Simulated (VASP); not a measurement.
InAs: vibrations by perturbation theory with PBEsol

InAs:

```
CELL_PARAMETERS angstrom
0.00000 3.04373 3.04373
3.04373 0.00000 3.04373
3.04373 3.04373 0.00000
ATOMIC_POSITIONS crystal
In 0.00000 0.00000 0.00000
As 0.75000 0.75000 0.75000
```

```yaml
Program: VASP 6.6.1
Task: vibrations by perturbation theory
Functional: PBEsol
Potentials_or_basis: VASP PAW PBE potentials, release 64 (In_d, As)
Cutoff: 520 eV
k_mesh: 12 × 12 × 12
Occupations: fermi-dirac, width 0.15 eV
Spin: no spin polarisation
Dipole_correction: no
Further_INCAR_settings: ALGO = Normal; EDIFF = 1e-08; NBANDS = 16; IBRION = 8; NSW = 1
```

```json
{
  "Highest phonon frequency at Γ, LO-TO splitting left out": "209 cm⁻¹"
}
```

Phonon frequencies in cm⁻¹ (negative: imaginary):
```
              q point        frequencies
(0.000, 0.000, 0.000)  0 0 0 209 209 209
```

Run time: 3.9 min on 1 thread of Intel(R) Xeon(R) 6975P-C (Granite Rapids), on a shared host, peak memory 0.63 GiB.
